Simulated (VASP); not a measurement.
A run of VASP 6.6.1 is set up as follows.

The input INCAR:

```
ALGO     = Normal         # electronic algorithm
DIPOL    = 0.5 0.5 0.322
EDIFF    = 1E-6           # SCF threshold, eV
ENCUT    = 520            # plane-wave cutoff, eV
GGA      = PE             # functional
IDIPOL   = 3            
ISIF     = 2              # what is computed and relaxed
ISMEAR   = 0              # smearing method
LASPH    = T              # aspherical terms in the spheres
LCHARG   = T              # write CHGCAR
LDIPOL   = T            
LELF     = T              # ELF
LREAL    = Auto         
LVACPOTAV= T            
LVHAR    = T            
LWAVE    = F              # write WAVECAR
NBANDS   = 58             # bands
NELM     = 100            # most SCF steps
PREC     = Accurate       # precision mode
SIGMA    = 0.1            # smearing width, eV
```

File KPOINTS:

```
k-points
0
Gamma
  4 3 1
```

Contents of POSCAR:

```
C
1.0
    8.5436715397      0.0000000000      0.0000000000
   -2.1359178849      8.6110540261      0.0000000000
    0.0000000000      0.0000000000     20.2788007832
C
21
Direct
    0.0782061927      0.9794914374      0.1972503228
    0.5782061927      0.9794914374      0.1972503228
    0.4115395260      0.9794914374      0.1972503228
    0.9115395260      0.9794914374      0.1972503228
    0.3230790521      0.9589828749      0.2574344515
    0.8230790521      0.9589828749      0.2574344515
    0.1564123854      0.9589828749      0.2574344515
    0.6564123854      0.9589828749      0.2574344515
    0.0669021140      0.9383828210      0.3175270363
    0.5669021140      0.9383828210      0.3175270363
    0.4022889475      0.9383826198      0.3175270428
    0.9022889475      0.9383826198      0.3175270428
    0.3111130272      0.9176686575      0.3778997954
    0.8111130272      0.9176686575      0.3778997954
    0.1477209690      0.9176686633      0.3778997232
    0.6477209690      0.9176686633      0.3778997232
    0.0473696781      0.8987954720      0.4329048592
    0.5473696781      0.8987954720      0.4329048592
    0.4020261490      0.8987947670      0.4329053220
    0.9020261490      0.8987947670      0.4329053220
    0.2973696781      1.6487954720      0.4368400496
```

Potentials or basis: VASP PAW PBE potentials, release 64 (C).

Launch:

```bash
$ cat potpaw_PBE.64/C/POTCAR > POTCAR
$ mpirun -np 1 vasp_std > vasp.out
```

Problem. Predict the band gap on the k mesh.

Solution. 0.09 eV, indirect (least direct gap 0.13 eV).

Problem. What does it give for the largest force?

Solution. 6.946 eV/Å.

Forces in eV/Å, atoms in the order of the input:
```
C   -6.799 -0.139  1.132
C   -6.812 -0.263  1.033
C    6.750 -0.050  1.013
C    6.862 -0.228  1.052
C   -0.275  0.123 -1.009
C   -0.399  0.206 -0.995
C    0.377  0.195 -1.151
C    0.418  0.239 -1.119
C    0.010 -0.020 -0.007
C    0.003  0.006 -0.149
C   -0.168  0.109 -0.284
C   -0.006  0.014 -0.093
C   -0.224  0.061 -1.029
C   -0.276  0.057 -0.015
C   -0.033 -0.116 -0.008
C    0.104  0.137 -0.151
C    0.180 -0.044  0.169
C    2.953 -0.350  0.340
C   -2.853 -2.677  1.024
C   -0.172 -0.054  0.249
C    0.359  2.793 -0.004
```
